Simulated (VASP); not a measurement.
# BaTe (Fm-3m) in VASP: further runs, part 2 of 2

VASP 6.6.1. Earlier steps stand in the parts before.

### Step 3. Single point, PBE+D3(BJ)

This run uses another cell than the first one, of 37.54 Å³/atom, 1.029 times its volume.

INCAR reads:

```
ALGO     = Normal         # electronic algorithm
EDIFF    = 1E-6           # SCF threshold, eV
ENCUT    = 500            # plane-wave cutoff, eV
GGA      = PE             # functional
GGA_COMPAT= False        
ISIF     = 2              # what is computed and relaxed
ISMEAR   = 0              # smearing method
IVDW     = 12             # dispersion correction
LASPH    = True           # aspherical terms in the spheres
LCHARG   = True           # write CHGCAR
LELF     = True           # ELF
LREAL    = False          # projectors in reciprocal space
LVHAR    = True         
LWAVE    = False          # write WAVECAR
NBANDS   = 15             # bands
NELM     = 120            # most SCF steps
PREC     = Accurate       # precision mode
SIGMA    = 0.01           # smearing width, eV
```

KPOINTS reads:

```
k-points
0
Gamma
  4 4 4
```

POSCAR reads:

```
BaTe
1.0
    0.0000000000      3.3482669350      3.3482669350
    3.3482669350      0.0000000000      3.3482669350
    3.3482669350      3.3482669350      0.0000000000
Ba Te
1 1
Direct
    0.0000000000      0.0000000000      0.0000000000
    0.5000000000      0.5000000000      0.5000000000
```

Potentials or basis: VASP PAW PBE potentials, release 64 (Ba_sv, Te).

On the command line:

```
$ cat potpaw_PBE.64/Ba_sv/POTCAR potpaw_PBE.64/Te/POTCAR > POTCAR
$ mpirun -np 1 vasp_std > vasp.out
```

OUTCAR:

```text
EDIFF = 1E-6
   ENCUT = 500
   GGA = PE
   ISIF = 2
   ISMEAR = 0
   IVDW = 12
   LASPH = True
   LREAL = False
   NELM = 120
   PREC = Accurate
 IVDW          = 12

 ion  position               nearest neighbor table
   1  0.000  0.000  0.000-   2 3.35   2 3.35   2 3.35   2 3.35   2 3.35   2 3.35
   2  0.500  0.500  0.500-   1 3.35   1 3.35   1 3.35   1 3.35   1 3.35   1 3.35

  LATTYP: Found a face centered cubic cell.
 ALAT       =     6.6965338700

  Lattice vectors:

 A1 = (   0.0000000000,   3.3482669350,   3.3482669350)
 A2 = (   3.3482669350,   0.0000000000,   3.3482669350)
 A3 = (   3.3482669350,   3.3482669350,   0.0000000000)

Analysis of symmetry for initial positions (statically):
=====================================================================
 Subroutine PRICEL returns:
 Original cell was already a primitive cell.

 Routine SETGRP: Setting up the symmetry group for a
 face centered cubic supercell.

 Subroutine GETGRP returns: Found 48 space group operations
 (whereof 48 operations were pure point group operations)
 out of a pool of 48 trial point group operations.

The static configuration has the point symmetry O_h .

Analysis of symmetry for dynamics (positions and initial velocities):
=====================================================================
 Subroutine PRICEL returns:
 Original cell was already a primitive cell.

 Routine SETGRP: Setting up the symmetry group for a
 face centered cubic supercell.

 Subroutine GETGRP returns: Found 48 space group operations
 (whereof 48 operations were pure point group operations)
 out of a pool of 48 trial point group operations.

The dynamic configuration has the point symmetry O_h .

 Subroutine INISYM returns: Found 48 space group operations
 (whereof 48 operations are pure point group operations),
 and found     1 'primitive' translations

----------------------------------------------------------------------------------------

                                     Primitive cell

  volume of cell :      75.0741

[... 101 lines left out ...]
   LRPA    =     F    only Hartree local field effects (RPA)
 non-spin polarized calculation
 Gauss-broadening in eV      SIGMA  =   0.01
  energy-cutoff  :      500.00
  volume of cell :       75.07
 maximum number of plane-waves:      1924
 NGX is ok and might be reduce to    36
   NGX = 17   NGY = 17   NGZ = 17

 number of electron      16.0000000 magnetization

 Free energy of the ion-electron system (eV)
  ---------------------------------------------------
  ext. energy  EPLUGINS =         0.00000000
  ---------------------------------------------------
  free energy    TOTEN  =        -8.34901224 eV

  energy without entropy =       -8.34901224  energy(sigma->0) =       -8.34901224

 E-fermi :   3.3287     XC(G=0):  -8.7893

 val. band max:        3.2031211928   @ k =   0.0000   0.0000   0.0000
 cond. band min:       4.3654175012   @ k =   0.5000   0.5000   0.0000
 fundamental gap:      1.1622963084
 Fermi energy:         3.3287414596

 k-point     1 :       0.0000    0.0000    0.0000
  band No.  band energies     occupation
      1     -23.5290      2.00000
      2      -8.7152      2.00000
      3      -8.7152      2.00000
      4      -8.7152      2.00000
      5      -6.6629      2.00000
      6       3.2031      2.00000
      7       3.2031      2.00000
      8       3.2031      2.00000
      9       5.9908      0.00000
     10       5.9908      0.00000
     11       5.9908      0.00000
     12       6.6633      0.00000
     13       6.7611      0.00000
     14       6.7611      0.00000
[... 113 lines left out ...]
      2      -9.0105      2.00000
      3      -8.9675      2.00000
      4      -8.9675      2.00000
      5      -6.0415      2.00000
      6       1.6495      2.00000
      7       2.1866      2.00000
      8       2.1866      2.00000
      9       6.7161      0.00000
     10       6.7161      0.00000
     11       8.4093      0.00000
     12       8.8648      0.00000
     13       9.3899      0.00000
     14      12.2538      0.00000
     15      12.4574      0.00000

------------------------ aborting loop because EDIFF is reached ----------------------------------------

 Edisp (eV)   -0.71978

 E8    (eV) :    -0.3714

  FORCE on cell =-STRESS in cart. coord.  units (eV):
  Direction    XX          YY          ZZ          XY          YZ          ZX
  --------------------------------------------------------------------------------------
  -------------------------------------------------------------------------------------
  Total       2.59398     2.59398     2.59398    -0.00000    -0.00000    -0.00000
  in kB      55.35891    55.35891    55.35891    -0.00000    -0.00000    -0.00000
  external pressure =       55.36 kB  Pullay stress =        0.00 kB

 VOLUME and BASIS-vectors are now :
 -----------------------------------------------------------------------------
  energy-cutoff  :      500.00
  volume of cell :       75.07
      direct lattice vectors                 reciprocal lattice vectors
     0.000000000  3.348266935  3.348266935    -0.149330985  0.149330985  0.149330985
     3.348266935  0.000000000  3.348266935     0.149330985 -0.149330985  0.149330985
     3.348266935  3.348266935  0.000000000     0.149330985  0.149330985 -0.149330985

 POSITION                                       TOTAL-FORCE (eV/Angst)
 -----------------------------------------------------------------------------------
      0.00000      0.00000      0.00000         0.000000     -0.000000     -0.000000
      3.34827      3.34827      3.34827         0.000000      0.000000      0.000000
 -----------------------------------------------------------------------------------
    total drift:                                0.000000      0.000000      0.000000

  FREE ENERGIE OF THE ION-ELECTRON SYSTEM (eV)
  ---------------------------------------------------
  free  energy   TOTEN  =        -9.0687894754 eV

  energy  without entropy=       -9.0687894754  energy(sigma->0) =       -9.06878948
```

OSZICAR:

```text
N       E                     dE             d eps       ncg     rms          rms(c)
DAV:   1     0.794907277371E+02    0.79491E+02   -0.62506E+03   240   0.873E+02
DAV:   2    -0.394404112594E+01   -0.83435E+02   -0.75817E+02   317   0.158E+02
DAV:   3    -0.834948687140E+01   -0.44054E+01   -0.43768E+01   348   0.377E+01
DAV:   4    -0.843299219472E+01   -0.83505E-01   -0.83495E-01   269   0.546E+00
DAV:   5    -0.843632681500E+01   -0.33346E-02   -0.33345E-02   350   0.902E-01    0.460E+00
DAV:   6    -0.834585890076E+01    0.90468E-01   -0.96597E-02   282   0.165E+00    0.301E+00
DAV:   7    -0.834539634220E+01    0.46256E-03   -0.98505E-02   310   0.184E+00    0.769E-01
DAV:   8    -0.834843810988E+01   -0.30418E-02   -0.10866E-02   268   0.676E-01    0.214E-01
DAV:   9    -0.834882807891E+01   -0.38997E-03   -0.47961E-04   303   0.158E-01    0.559E-02
DAV:  10    -0.834898578730E+01   -0.15771E-03   -0.11712E-04   282   0.732E-02    0.177E-02
DAV:  11    -0.834901325642E+01   -0.27469E-04   -0.47657E-05   275   0.416E-02    0.183E-02
DAV:  12    -0.834901209198E+01    0.11644E-05   -0.41708E-06   310   0.139E-02    0.367E-03
DAV:  13    -0.834901224046E+01   -0.14848E-06   -0.22766E-07   169   0.271E-03
   1 F= -.90687895E+01 E0= -.90687895E+01  d E =-.773958E-72
```

Run time: 14 s. Hardware: 1 thread of Intel Xeon 6455B, shared host; peak memory 0.21 GiB.

What came out:

```yaml
Free_energy: -9.0688 eV
Pressure: 5.5 GPa
Band_gap_on_the_k_mesh: 1.16 eV, indirect (least direct gap 1.53 eV)
Dispersion_energy_per_atom: -0.360 eV
```

Caveat: spin-orbit coupling is left out, which moves the levels of the heavy elements. A k mesh can miss the band edges.
